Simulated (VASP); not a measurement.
# MoS2 (P6_3/mmc) in VASP: a series of runs

Aim: see how the results for MoS2 move with the level of theory and the settings. Levels: RPBE, revPBE. Tasks: single point.

All numbers are computed with VASP 6.6.1; they aren't measurements. Logs are shortened: lines on timing, memory, paths and dates and some standing lists are left out, and cuts for length are marked.

## Step 1: The cell of the first run

It takes space group P6_3/mmc (No. 194, hexagonal). Conventional cell: a = 3.169 Å, b = 3.169 Å, c = 12.324 Å, α = 90.00°, β = 90.00°, γ = 120.00°. Within 3.2 Å of Mo (site symmetry -6m2) lie 6 S at 2.41 Å and 6 Mo at 3.17 Å. S (site symmetry 3m) has 3 Mo at 2.41 Å and 7 S at 3.13 to 3.17 Å within 3.2 Å.

## Step 2: Single point, RPBE

INCAR

```
SYSTEM = MoS2
  PREC = Accurate
  ENCUT = 520
  EDIFF = 1E-7
  ISMEAR = -1
  SIGMA = 0.05
  LREAL = .False.
  LASPH = .True.
  NELM = 100
  ALGO = Normal
  ISIF = 2
  LWAVE = .False.
  LCHARG = .False.
  GGA = RP
  NBANDS = 35
```

KPOINTS

```
Automatic mesh
0
Gamma
  10 10 3
  0 0 0
```

POSCAR

```
MoS2
1.0
    3.1690000000      0.0000000000      0.0000000000
   -1.5845000000      2.7444345046      0.0000000000
    0.0000000000      0.0000000000     12.3240000000
Mo S
2 4
Direct
    0.6666666667      0.3333333333      0.7500000000
    0.3333333333      0.6666666667      0.2500000000
    0.6666666667      0.3333333333      0.3770000000
    0.3333333333      0.6666666667      0.8770000000
    0.6666666667      0.3333333333      0.1230000000
    0.3333333333      0.6666666667      0.6230000000
```

Potentials or basis: VASP PAW PBE potentials, release 64 (Mo_sv, S).

Command:

```sh
> cat potpaw_PBE.64/Mo_sv/POTCAR potpaw_PBE.64/S/POTCAR > POTCAR
> mpirun -np 1 vasp_std > vasp.out
```

OUTCAR:

```text
SYSTEM = MoS2
   PREC = Accurate
   ENCUT = 520
   EDIFF = 1E-7
   ISMEAR = -1
   LREAL = .False.
   LASPH = .True.
   NELM = 100
   ISIF = 2
   GGA = RP

 ion  position               nearest neighbor table
   1  0.667  0.333  0.750-   4 2.41   6 2.41   4 2.41   6 2.41   4 2.41   6 2.41
   2  0.333  0.667  0.250-   3 2.41   5 2.41   3 2.41   5 2.41   3 2.41   5 2.41
   3  0.667  0.333  0.377-   2 2.41   2 2.41   2 2.41
   4  0.333  0.667  0.877-   1 2.41   1 2.41   1 2.41
   5  0.667  0.333  0.123-   2 2.41   2 2.41   2 2.41
   6  0.333  0.667  0.623-   1 2.41   1 2.41   1 2.41

  LATTYP: Found a hexagonal cell.
 ALAT       =     3.1690000000
 C/A-ratio  =     3.8889239508

  Lattice vectors:

 A1 = (   3.1690000000,   0.0000000000,   0.0000000000)
 A2 = (  -1.5845000000,   2.7444345046,   0.0000000000)
 A3 = (   0.0000000000,   0.0000000000,  12.3240000000)

Analysis of symmetry for initial positions (statically):
=====================================================================
 Subroutine PRICEL returns:
 Original cell was already a primitive cell.

 Routine SETGRP: Setting up the symmetry group for a
 hexagonal supercell.

 Subroutine GETGRP returns: Found 24 space group operations
 (whereof 12 operations were pure point group operations)
 out of a pool of 24 trial point group operations.

The static configuration has the point symmetry D_3d.
 The point group associated with its full space group is D_6h.

Analysis of symmetry for dynamics (positions and initial velocities):
=====================================================================
 Subroutine PRICEL returns:
 Original cell was already a primitive cell.

 Routine SETGRP: Setting up the symmetry group for a
 hexagonal supercell.

 Subroutine GETGRP returns: Found 24 space group operations
 (whereof 12 operations were pure point group operations)
 out of a pool of 24 trial point group operations.

The dynamic configuration has the point symmetry D_3d.
 The point group associated with its full space group is D_6h.

 Subroutine INISYM returns: Found 24 space group operations
 (whereof 12 operations are pure point group operations),
 and found     1 'primitive' translations

----------------------------------------------------------------------------------------

                                     Primitive cell

  volume of cell :     107.1832

  direct lattice vectors                    reciprocal lattice vectors
     3.169000000  0.000000000  0.000000000     0.315556958  0.182186895  0.000000000
    -1.584500000  2.744434505  0.000000000     0.000000000  0.364373789  0.000000000
     0.000000000  0.000000000 12.324000000     0.000000000  0.000000000  0.081142486

  length of vectors
     3.169000000  3.169000000 12.324000000     0.364373789  0.364373789  0.081142486

  position of ions in fractional coordinates (direct lattice)
     0.666666667  0.333333333  0.750000000
     0.333333333  0.666666667  0.250000000
     0.666666667  0.333333333  0.377000000
     0.333333333  0.666666667  0.877000000
     0.666666667  0.333333333  0.123000000
     0.333333333  0.666666667  0.623000000

  ion indices of the primitive-cell ions
   primitive index   ion index
                 1           1
                 2           2
                 3           3
                 4           4
                 5           5
                 6           6

----------------------------------------------------------------------------------------

 KPOINTS: Automatic mesh

Automatic generation of k-mesh.
 Grid dimensions read from file:
 generate k-points for:   10   10    3

 Generating k-lattice:

  Cartesian coordinates                     Fractional coordinates (reciprocal lattice)
     0.031555696  0.018218689  0.000000000     0.100000000 -0.000000000  0.000000000
     0.000000000  0.036437379  0.000000000     0.000000000  0.100000000  0.000000000
     0.000000000  0.000000000  0.027047495     0.000000000  0.000000000  0.333333333

  Length of vectors
     0.036437379  0.036437379  0.027047495

  Shift w.r.t. Gamma in fractional coordinates (k-lattice)
     0.000000000  0.000000000  0.000000000

 Subroutine IBZKPT returns following result:
 ===========================================

 Found     28 irreducible k-points:

 Following reciprocal coordinates:
            Coordinates               Weight
  0.000000  0.000000  0.000000      1.000000
  0.100000 -0.000000  0.000000      6.000000
  0.200000 -0.000000  0.000000      6.000000
  0.300000  0.000000  0.000000      6.000000
  0.400000 -0.000000  0.000000      6.000000
  0.500000  0.000000  0.000000      3.000000
[... 16 lines left out ...]
  0.300000  0.100000  0.333333     24.000000
  0.400000  0.100000  0.333333     24.000000
 [... further k-points ...]
   k-points           NKPTS =     28   k-points in BZ     NKDIM =     28   number of bands    NBANDS=     35
   number of dos      NEDOS =    301   number of ions     NIONS =      6
   total plane-waves  NPLWV =  55296
   dimension x,y,z NGX =    24 NGY =   24 NGZ =   96
   dimension x,y,z NGXF=    48 NGYF=   48 NGZF=  192
   ions per type =               2   4
   NGX,Y,Z   is equivalent  to a cutoff of  12.59, 12.59, 12.95 a.u.
   NGXF,Y,Z  is equivalent  to a cutoff of  25.18, 25.18, 25.90 a.u.
 SYSTEM =  MoS2
   PREC   = accura    normal or accurate (medium, high low for compatibility)
   ISTART =      0    job   : 0-new  1-cont  2-samecut
   ICHARG =      2    charge: 1-file 2-atom 10-const
   ISPIN  =      1    spin polarized calculation?
   LNONCOLLINEAR =      F non collinear calculations
   LSORBIT =      F    spin-orbit coupling
   LASPH  =      T    aspherical Exc in radial PAW
   ENCUT  =  520.0 eV  38.22 Ry    6.18 a.u.   5.89  5.89 22.91*2*pi/ulx,y,z
   NELM   =    100;   NELMIN=  2; NELMDL= -5     # of ELM steps
   EDIFF  = 0.1E-06   stopping-criterion for ELM
   LREAL  =      F    real-space projection
   EDIFFG = 0.1E-05   stopping-criterion for IOM
   NSW    =      0    number of steps for IOM
   IBRION =     -1    ionic relax: 0-MD 1-quasi-New 2-CG
   NFREE  =      0    steps in history (QN), initial steepest desc. (CG)
   ISIF   =      2    stress and relaxation
   ISYM   =      2    0-nonsym 1-usesym 2-fastsym
   POTIM  = 0.5000    time-step for ionic-motion
   TEBEG  =    0.0;   TEEND  =   0.0 temperature during run
   PSTRESS=    0.0 pullay stress
   NELECT =      52.0000    total number of electrons
   NUPDOWN=      -1.0000    fix difference up-down
   EMIN   =  10.00;   EMAX   =-10.00  energy-range for DOS
   EFERMI =   0.00;   METHOD = LEGACY
   ISMEAR =    -1;   SIGMA  =   0.05  broadening in eV -4-tet -1-fermi 0-gaus
   EFERMI_NEDOS =   21; number of points for ismear=-14 and -15
   IALGO  =     38    algorithm
   IMIX   =      4    mixing-type and parameters
     AMIX     =   0.40;   BMIX     =  1.00
     AMIX_MAG =   1.60;   BMIX_MAG =  1.00
  volume/ion in A,a.u.               =      17.86       120.55
  Fermi-wavevector in a.u.,A,eV,Ry     =   1.286373  2.430893 22.514325  1.654756
  Thomas-Fermi vector in A             =   2.418452
   LORBIT       =      0    0 simple, 1 ext, 2 COOP (PROOUT), +10 PAW based schemes
   GGA     = RP    functional components
   LHFCALC =     F    Hartree Fock is set to
   AEXX    =    0.0000 exact exchange contribution
   IVDW    =     0    specifies the selected vdW correction
   LEPSILON=     F    determine dielectric tensor
   LRPA    =     F    only Hartree local field effects (RPA)
 non-spin polarized calculation
  energy-cutoff  :      520.00
  volume of cell :      107.18
 maximum number of plane-waves:      2908
 NGX is ok and might be reduce to    24
   NGX = 11   NGY = 11   NGZ = 45

 number of electron      51.9999997 magnetization

 Free energy of the ion-electron system (eV)
  ---------------------------------------------------
  ext. energy  EPLUGINS =         0.00000000
  ---------------------------------------------------
  free energy    TOTEN  =       -41.00135590 eV

  energy without entropy =      -41.00135451  energy(sigma->0) =      -41.00135520

 E-fermi :   8.0025     XC(G=0): -10.6684

 val. band max:        7.5607546312   @ k =   0.0000   0.0000   0.0000
 cond. band min:       8.5510715099   @ k =   0.2000   0.2000   0.0000
 fundamental gap:      0.9903168788
 Fermi energy:         8.0025312180

 k-point     1 :       0.0000    0.0000    0.0000
  band No.  band energies     occupation
      1     -53.9453      2.00000
      2     -53.9453      2.00000
      3     -28.0902      2.00000
      4     -28.0901      2.00000
      5     -27.8754      2.00000
      6     -27.8754      2.00000
[... 27 lines left out ...]
     34      10.0113      0.00000
     35      13.2146      0.00000

 k-point     2 :       0.1000   -0.0000    0.0000
  band No.  band energies     occupation
      1     -53.9415      2.00000
      2     -53.9415      2.00000
      3     -28.0828      2.00000
      4     -28.0827      2.00000
      5     -27.9132      2.00000
      6     -27.9132      2.00000
[... 27 lines left out ...]
     34       9.9817      0.00000
     35      13.9107      0.00000

 k-point     3 :       0.2000   -0.0000    0.0000
  band No.  band energies     occupation
      1     -53.9317      2.00000
      2     -53.9317      2.00000
      3     -28.0633      2.00000
      4     -28.0633      2.00000
      5     -28.0113      2.00000
      6     -28.0112      2.00000
[... 27 lines left out ...]
     34      10.5478      0.00000
     35      14.9751      0.00000

 k-point     4 :       0.3000    0.0000    0.0000
  band No.  band energies     occupation
      1     -53.9194      2.00000
      2     -53.9194      2.00000
      3     -28.1303      2.00000
      4     -28.1303      2.00000
      5     -28.0392      2.00000
      6     -28.0391      2.00000
[... 27 lines left out ...]
     34      11.0512      0.00000
     35      14.7523      0.00000

 k-point     5 :       0.4000   -0.0000    0.0000
  band No.  band energies     occupation
      1     -53.9095      2.00000
      2     -53.9095      2.00000
      3     -28.2251      2.00000
      4     -28.2251      2.00000
      5     -28.0196      2.00000
      6     -28.0196      2.00000
[... 638 lines left out ...]
 k-point    22 :       0.2000    0.1000    0.3333
  band No.  band energies     occupation
      1     -53.9237      2.00000
      2     -53.9237      2.00000
      3     -28.0803      2.00000
      4     -28.0803      2.00000
      5     -28.0475      2.00000
      6     -28.0475      2.00000
[... 27 lines left out ...]
     34      11.0662      0.00000
     35      15.3797      0.00000

 k-point    23 :       0.3000    0.1000    0.3333
  band No.  band energies     occupation
      1     -53.9126      2.00000
      2     -53.9126      2.00000
      3     -28.1802      2.00000
      4     -28.1802      2.00000
      5     -28.0257      2.00000
      6     -28.0256      2.00000
[... 27 lines left out ...]
     34      11.3922      0.00000
     35      14.4189      0.00000

 k-point    24 :       0.4000    0.1000    0.3333
  band No.  band energies     occupation
      1     -53.9057      2.00000
      2     -53.9057      2.00000
      3     -28.2412      2.00000
      4     -28.2412      2.00000
      5     -28.0121      2.00000
      6     -28.0121      2.00000
[... 27 lines left out ...]
     34      11.3490      0.00000
     35      13.5266      0.00000

 [... further k-points ...]
[... 5 lines left out ...]
  --------------------------------------------------------------------------------------
  -------------------------------------------------------------------------------------
  Total        2.8826884      2.8826884      3.1787297      0.0000000     -0.0000000     -0.0000000
  in kB       43.0904947     43.0904947     47.5157274      0.0000000     -0.0000000     -0.0000000
  external PRESSURE =      44.5655723 kB  Pullay stress =       0.0000000 kB

 VOLUME and BASIS-vectors are now :
 -----------------------------------------------------------------------------
  energy-cutoff  :      520.00
  volume of cell :      107.18
      direct lattice vectors                 reciprocal lattice vectors
     3.169000000  0.000000000  0.000000000     0.315556958  0.182186895  0.000000000
    -1.584500000  2.744434505  0.000000000     0.000000000  0.364373789  0.000000000
     0.000000000  0.000000000 12.324000000     0.000000000  0.000000000  0.081142486

 POSITION                                       TOTAL-FORCE (eV/Angst)
 -----------------------------------------------------------------------------------
      1.58450      0.91481      9.24300         0.000000     -0.000000      0.000000
     -0.00000      1.82962      3.08100        -0.000000      0.000000      0.000000
      1.58450      0.91481      4.64615        -0.000000      0.000000     -0.023775
     -0.00000      1.82962     10.80815         0.000000      0.000000     -0.023775
      1.58450      0.91481      1.51585        -0.000000     -0.000000      0.023775
     -0.00000      1.82962      7.67785         0.000000      0.000000      0.023775
 -----------------------------------------------------------------------------------
    total drift:                               -0.000000      0.000000     -0.000000

  FREE ENERGIE OF THE ION-ELECTRON SYSTEM (eV)
  ---------------------------------------------------
  free  energy   TOTEN  =       -41.0013559019 eV

  energy  without entropy=      -41.0013545063  energy(sigma->0) =      -41.00135520
```

Wall time 49 s (1 thread of Intel Xeon 6975P-C (Granite Rapids), shared host); peak memory 0.26 GiB.

Results:

```yaml
Free_energy: -41.0014 eV
Pressure: 4.5 GPa
Largest_force: 0.024 eV/Å
Band_gap_on_the_k_mesh: 0.99 eV, indirect (least direct gap 1.87 eV)
```

Forces in eV/Å, atoms in the order of the input:
```
Mo   0.000  0.000  0.000
Mo   0.000  0.000  0.000
S    0.000  0.000 -0.024
S    0.000  0.000 -0.024
S    0.000  0.000  0.024
S    0.000  0.000  0.024
```

Stress tensor (GPa, compression positive):
```
4.31 0.00 0.00
0.00 4.31 0.00
0.00 0.00 4.75
```

Caveat: the PAW data sets were made with another functional, which shifts forces and pressure a little; this functional lacks dispersion, which binds the layers, so the pressure and a relaxed spacing across them are unreliable. Expect the measured gap to be larger: semilocal functionals such as RPBE lack the derivative discontinuity.

## Step 3: Single point, revPBE

INCAR

```
PREC = Accurate
ENCUT = 520
EDIFF = 1E-7
ISMEAR = -1
SIGMA = 0.05
LREAL = F
LASPH = T
NELM = 60
ALGO = Normal
ISIF = 2
LWAVE = F
LCHARG = F
GGA = RE
NBANDS = 35
```

KPOINTS

```
Automatic mesh
0
Gamma
  10 10 3
```

POSCAR is that of step 2.

Potentials or basis: VASP PAW PBE potentials, release 64 (Mo_sv, S).

Command:

```sh
> cat potpaw_PBE.64/Mo_sv/POTCAR potpaw_PBE.64/S/POTCAR > POTCAR
> mpirun -np 1 vasp_std > vasp.out
```

Run time: 52 s. Hardware: 1 thread of Intel Xeon 6975P-C (Granite Rapids), shared host; peak memory 0.26 GiB.

It converged, with:

```yaml
Free_energy: -41.3969 eV
Pressure: 3.7 GPa
Largest_force: 0.041 eV/Å
Band_gap_on_the_k_mesh: 0.98 eV, indirect (least direct gap 1.87 eV)
```

Forces on the atoms (eV/Å):
```
Mo   0.000  0.000  0.000
Mo   0.000  0.000  0.000
S    0.000  0.000 -0.041
S    0.000  0.000 -0.041
S    0.000  0.000  0.041
S    0.000  0.000  0.041
```

Stress tensor (GPa, compression positive):
```
3.60 0.00 0.00
0.00 3.60 0.00
0.00 0.00 4.03
```

Levels at points of the mesh, in eV from the valence-band top:
| k point | band 23 | band 24 | band 25 | band 26 | band 27 | band 28 | band 29 | band 30 |
| --- | --- | --- | --- | --- | --- | --- | --- | --- |
| (0.00, 0.00, 0.00) | -2.11 | -1.19 | -1.11 | 0.00 | 2.12 | 2.12 | 2.14 | 2.14 |
| (0.50, 0.00, 0.00) | -1.72 | -1.52 | -1.38 | -1.26 | 1.63 | 1.67 | 2.04 | 2.29 |

Caveat: the PAW data sets were made with another functional, which shifts forces and pressure a little; this functional lacks dispersion, which binds the layers, so the pressure and a relaxed spacing across them are unreliable. A k mesh can miss the band edges.
